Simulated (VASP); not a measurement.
PrBPd3, 5 atoms in the cell. It takes space group Pm-3m (No. 221, cubic). The conventional cell has a = 4.194 Å, b = 4.194 Å, c = 4.194 Å, α = 90.00°, β = 90.00°, γ = 90.00°. B (site symmetry m-3m) has 6 Pd at 2.10 Å within 2.8 Å. Pr (site symmetry m-3m) has 12 Pd at 2.97 Å and 8 B at 3.63 Å within 3.9 Å. Within 2.8 Å of Pd (site symmetry 4/mmm) lie 2 B at 2.10 Å. 

- Program: VASP 6.6.1
- Task: single point
- Functional: r2SCAN
- Potentials or basis: VASP PAW PBE potentials, release 64 (B, Pr, Pd)
- Cutoff: 520 eV
- k mesh: 5 × 5 × 5
- Occupations: gaussian, width 0.1 eV
- Spin: collinear spin, ferromagnetic start
- Starting moments: [0.0, 0.8, 0.4, 0.4, 0.4] μB
- Fixed moment: 2 μB
- Hubbard terms: Pr f U = 1.5 eV
- Dipole correction: no
- Further INCAR settings: ALGO = Normal; EDIFF = 1e-07; NBANDS = 35

Potentials or basis: VASP PAW PBE potentials, release 64 (B, Pr, Pd).

Command:

```sh
$ cat potpaw_PBE.64/B/POTCAR potpaw_PBE.64/Pr/POTCAR potpaw_PBE.64/Pd/POTCAR > POTCAR
$ cp INCAR.step1 INCAR
$ mpirun -np 1 vasp_std > vasp.out
$ cp INCAR.step2 INCAR
$ mpirun -np 1 vasp_std > vasp.out
```

Hardware: 1 thread of Intel(R) Xeon(R) 6975P-C (Granite Rapids), on a shared host.

**Question.** Estimate the wall time of this run.

**Answer.** Wall time 120 s on 1 thread of Intel(R) Xeon(R) 6975P-C (Granite Rapids), on a shared host, peak memory 0.25 GiB. Counts: k points 10.
